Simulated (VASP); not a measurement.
# Si2Mo (I4/mmm) in VASP: further runs, part 2 of 3

VASP 6.6.1.

## (3) Single point, LDA (13.15 Å³/atom)

This run uses another cell than the first one, of 13.15 Å³/atom.

INCAR reads:

```
PREC = Accurate
ENCUT = 520
EDIFF = 1E-6
ISMEAR = -1
SIGMA = 0.05
LREAL = False
LASPH = True
NELM = 80
ALGO = Normal
ISIF = 2
LWAVE = False
LCHARG = False
GGA = CA
NBANDS = 18
```

KPOINTS reads:

```
regular mesh
0
Gamma
  12 12 12
```

POSCAR reads:

```
Si2Mo
1.0
   -1.5892614214      1.5892614214      3.9041200105
    1.5892614214     -1.5892614214      3.9041200105
    1.5892614214      1.5892614214     -3.9041200105
Mo Si
1 2
Direct
    0.0000000000      0.0000000000      0.0000000000
    0.6670000000      0.6670000000      0.0000000000
    0.3330000000      0.3330000000      0.0000000000
```

Potentials or basis: VASP PAW LDA potentials, release 64 (Mo_sv, Si).

The run is started by

```sh
$ cat potpaw_LDA.64/Mo_sv/POTCAR potpaw_LDA.64/Si/POTCAR > POTCAR
$ mpirun -np 1 vasp_std > vasp.out
```

OUTCAR:

```text
PREC = Accurate
   ENCUT = 520
   EDIFF = 1E-6
   ISMEAR = -1
   LREAL = False
   LASPH = True
   NELM = 80
   ISIF = 2
   GGA = CA

 ion  position               nearest neighbor table
   1  0.000  0.000  0.000-   2 2.60   3 2.60   2 2.60   3 2.60   2 2.60   3 2.60   3 2.60   2 2.60
                             2 2.60   3 2.60
   2  0.667  0.667  0.000-   3 2.59   3 2.59   3 2.59   3 2.59   1 2.60   1 2.60   1 2.60   1 2.60
                             1 2.60   3 2.61
   3  0.333  0.333  0.000-   2 2.59   2 2.59   2 2.59   2 2.59   1 2.60   1 2.60   1 2.60   1 2.60
                             1 2.60   2 2.61

  LATTYP: Found a body centered tetragonal cell.
 ALAT       =     3.1785228428
 C/A-ratio  =     2.4565625000

  Lattice vectors:

 A1 = (  -1.5892614214,   1.5892614214,   3.9041200105)
 A2 = (   1.5892614214,  -1.5892614214,   3.9041200105)
 A3 = (   1.5892614214,   1.5892614214,  -3.9041200105)

Analysis of symmetry for initial positions (statically):
=====================================================================
 Subroutine PRICEL returns:
 Original cell was already a primitive cell.

 Routine SETGRP: Setting up the symmetry group for a
 body centered tetragonal supercell.
[... 170 lines left out ...]

 val. band max:       12.4462023216   @ k =  -0.3333  -0.4167   0.3333
 cond. band min:      12.5597874792   @ k =   0.0833  -0.0000   0.0000
 fundamental gap:      0.1135851577
 Fermi energy:        12.5133577166

 k-point     1 :       0.0000    0.0000    0.0000
  band No.  band energies     occupation
      1     -47.8530      2.00000
      2     -22.2256      2.00000
      3     -22.1080      2.00000
      4     -22.1080      2.00000
      5      -1.0484      2.00000
      6       6.0633      2.00000
[... 481 lines left out ...]
      5       1.9305      2.00000
      6       4.4361      2.00000
[... 10 lines left out ...]
     17      19.9196      0.00000
     18      20.8115      0.00000

 [... further k-points ...]

------------------------ aborting loop because EDIFF is reached ----------------------------------------

  FORCE on cell =-STRESS in cart. coord.  units (eV):
  Direction    XX          YY          ZZ          XY          YZ          ZX
  --------------------------------------------------------------------------------------
  -------------------------------------------------------------------------------------
  Total       -0.1983884     -0.1983884     -0.5184637      0.0000000     -0.0000000      0.0000000
  in kB       -8.0584772     -8.0584772    -21.0598428      0.0000000     -0.0000000      0.0000000
  external PRESSURE =     -12.3922657 kB  Pullay stress =       0.0000000 kB

 VOLUME and BASIS-vectors are now :
 -----------------------------------------------------------------------------
  energy-cutoff  :      520.00
  volume of cell :       39.44
      direct lattice vectors                 reciprocal lattice vectors
    -1.589261421  1.589261421  3.904120010     0.000000000  0.314611551  0.128069834
     1.589261421 -1.589261421  3.904120010     0.314611551  0.000000000  0.128069834
     1.589261421  1.589261421 -3.904120010     0.314611551  0.314611551  0.000000000

 POSITION                                       TOTAL-FORCE (eV/Angst)
 -----------------------------------------------------------------------------------
      0.00000      0.00000      0.00000        -0.000000     -0.000000      0.000000
      0.00000      0.00000      5.20810         0.000000      0.000000     -0.334197
      0.00000      0.00000      2.60014        -0.000000     -0.000000      0.334197
 -----------------------------------------------------------------------------------
    total drift:                                0.000000      0.000000     -0.000000

  FREE ENERGIE OF THE ION-ELECTRON SYSTEM (eV)
  ---------------------------------------------------
  free  energy   TOTEN  =       -25.8131389814 eV

  energy  without entropy=      -25.8109658483  energy(sigma->0) =      -25.81205241
```

stdout:

```text
POSCAR found type information on POSCAR MoSi
 POSCAR found :  2 types and       3 ions
 scaLAPACK will be used
 LDA part: xc-table for (Slater(with rela. corr.)+CA(PZ))
 , standard interpolation
 POSCAR, INCAR and KPOINTS ok, starting setup
 FFT: planning ... GRIDC
 FFT: planning ... GRID_SOFT
 FFT: planning ... GRID
 WAVECAR not read
 entering main loop
```

It took 67 s on 1 thread of Intel Xeon 6975P-C (Granite Rapids), shared host; peak memory 0.24 GiB.

What came out:

- Free energy: -25.8131 eV
- Pressure: -1.2 GPa
- Largest force: 0.334 eV/Å
- Band gap on the k mesh: zero (bands 11 and 12 overlap by 1.04 eV)

Forces on the atoms (eV/Å):
```
Mo   0.000  0.000  0.000
Si   0.000  0.000 -0.334
Si   0.000  0.000  0.334
```

Stress tensor (GPa, compression positive):
```
-0.81  0.00  0.00
 0.00 -0.81  0.00
 0.00  0.00 -2.11
```

## (4) Single point, LDA (13.68 Å³/atom)

This run uses another cell than the first one, of 13.68 Å³/atom.

INCAR reads:

```
SYSTEM = Si2Mo
PREC = Accurate
ENCUT = 520
EDIFF = 1E-7
ISMEAR = -1
SIGMA = 0.05
LREAL = .FALSE.
LASPH = .TRUE.
NELM = 100
ALGO = Normal
ISIF = 2
LWAVE = .FALSE.
LCHARG = .FALSE.
GGA = CA
NBANDS = 18
```

KPOINTS reads:

```
Automatic mesh
0
G
  12 12 12
  0 0 0
```

POSCAR reads:

```
Si2Mo
1.0
   -1.6105963353      1.6105963353      3.9565305599
    1.6105963353     -1.6105963353      3.9565305599
    1.6105963353      1.6105963353     -3.9565305599
Mo Si
1 2
Direct
    0.0000000000      0.0000000000      0.0000000000
    0.6670000000      0.6670000000      0.0000000000
    0.3330000000      0.3330000000      0.0000000000
```

Potentials or basis: VASP PAW LDA potentials, release 64 (Mo_sv, Si).

The run is started by

```sh
$ cat potpaw_LDA.64/Mo_sv/POTCAR potpaw_LDA.64/Si/POTCAR > POTCAR
$ mpirun -np 1 vasp_std > vasp.out
```

OUTCAR:

```text
SYSTEM = Si2Mo
   PREC = Accurate
   ENCUT = 520
   EDIFF = 1E-7
   ISMEAR = -1
   LREAL = .FALSE.
   LASPH = .TRUE.
   NELM = 100
   ISIF = 2
   GGA = CA

 ion  position               nearest neighbor table
   1  0.000  0.000  0.000-   2 2.63   2 2.63   2 2.63   3 2.63   2 2.63   3 2.63   3 2.63   3 2.63
                             2 2.64   3 2.64
   2  0.667  0.667  0.000-   3 2.63   3 2.63   3 2.63   3 2.63   1 2.63   1 2.63   1 2.63   1 2.63
                             1 2.64   3 2.64
   3  0.333  0.333  0.000-   2 2.63   2 2.63   2 2.63   2 2.63   1 2.63   1 2.63   1 2.63   1 2.63
                             1 2.64   2 2.64

  LATTYP: Found a body centered tetragonal cell.
 ALAT       =     3.2211926706
 C/A-ratio  =     2.4565625000

  Lattice vectors:

 A1 = (  -1.6105963353,   1.6105963353,   3.9565305599)
 A2 = (   1.6105963353,  -1.6105963353,   3.9565305599)
 A3 = (   1.6105963353,   1.6105963353,  -3.9565305599)

Analysis of symmetry for initial positions (statically):
=====================================================================
 Subroutine PRICEL returns:
 Original cell was already a primitive cell.

[... 171 lines left out ...]
 E-fermi :  11.9067     XC(G=0): -12.4591

 val. band max:       11.8397088661   @ k =  -0.3333  -0.4167   0.3333
 cond. band min:      11.9549139239   @ k =   0.0833   0.0000  -0.0000
 fundamental gap:      0.1152050577
 Fermi energy:        11.9067139009

 k-point     1 :       0.0000    0.0000    0.0000
  band No.  band energies     occupation
      1     -48.5090      2.00000
      2     -22.8529      2.00000
      3     -22.7569      2.00000
      4     -22.7569      2.00000
      5      -1.3441      2.00000
      6       5.7090      2.00000
[... 481 lines left out ...]
      5       1.5420      2.00000
      6       4.0199      2.00000
[... 10 lines left out ...]
     17      19.0847      0.00000
     18      19.8907      0.00000

 [... further k-points ...]

------------------------ aborting loop because EDIFF is reached ----------------------------------------

  FORCE on cell =-STRESS in cart. coord.  units (eV):
  Direction    XX          YY          ZZ          XY          YZ          ZX
  --------------------------------------------------------------------------------------
  -------------------------------------------------------------------------------------
  Total       -2.2107312     -2.2107312     -2.8009876      0.0000000      0.0000000      0.0000000
  in kB      -86.2777079    -86.2777079   -109.3135109      0.0000000      0.0000000      0.0000000
  external PRESSURE =     -93.9563089 kB  Pullay stress =       0.0000000 kB

 VOLUME and BASIS-vectors are now :
 -----------------------------------------------------------------------------
  energy-cutoff  :      520.00
  volume of cell :       41.05
      direct lattice vectors                 reciprocal lattice vectors
    -1.610596335  1.610596335  3.956530560     0.000000000  0.310444019  0.126373345
     1.610596335 -1.610596335  3.956530560     0.310444019  0.000000000  0.126373345
     1.610596335  1.610596335 -3.956530560     0.310444019  0.310444019  0.000000000

 POSITION                                       TOTAL-FORCE (eV/Angst)
 -----------------------------------------------------------------------------------
      0.00000      0.00000      0.00000        -0.000000     -0.000000      0.000000
      0.00000      0.00000      5.27801        -0.000000     -0.000000     -0.394748
      0.00000      0.00000      2.63505         0.000000      0.000000      0.394748
 -----------------------------------------------------------------------------------
    total drift:                                0.000000      0.000000     -0.000000

  FREE ENERGIE OF THE ION-ELECTRON SYSTEM (eV)
  ---------------------------------------------------
  free  energy   TOTEN  =       -25.7588652653 eV

  energy  without entropy=      -25.7565333495  energy(sigma->0) =      -25.75769931
```

stdout:

```text
POSCAR found type information on POSCAR MoSi
 POSCAR found :  2 types and       3 ions
 scaLAPACK will be used
 LDA part: xc-table for (Slater(with rela. corr.)+CA(PZ))
 , standard interpolation
 POSCAR, INCAR and KPOINTS ok, starting setup
 FFT: planning ... GRIDC
 FFT: planning ... GRID_SOFT
 FFT: planning ... GRID
 WAVECAR not read
 entering main loop
```

It took 76 s on 1 thread of Intel Xeon 6975P-C (Granite Rapids), shared host; peak memory 0.25 GiB.

Results:

```yaml
Free_energy: -25.7589 eV
Pressure: -9.4 GPa
Largest_force: 0.395 eV/Å
Band_gap_on_the_k_mesh: zero (bands 11 and 12 overlap by 1.02 eV)
```

Forces on the atoms (eV/Å):
```
Mo   0.000  0.000  0.000
Si   0.000  0.000 -0.395
Si   0.000  0.000  0.395
```

Stress tensor (GPa, compression positive):
```
 -8.63   0.00   0.00
  0.00  -8.63   0.00
  0.00   0.00 -10.93
```

Caveat: the cell stands under tension.

[end of part 2 of 3]
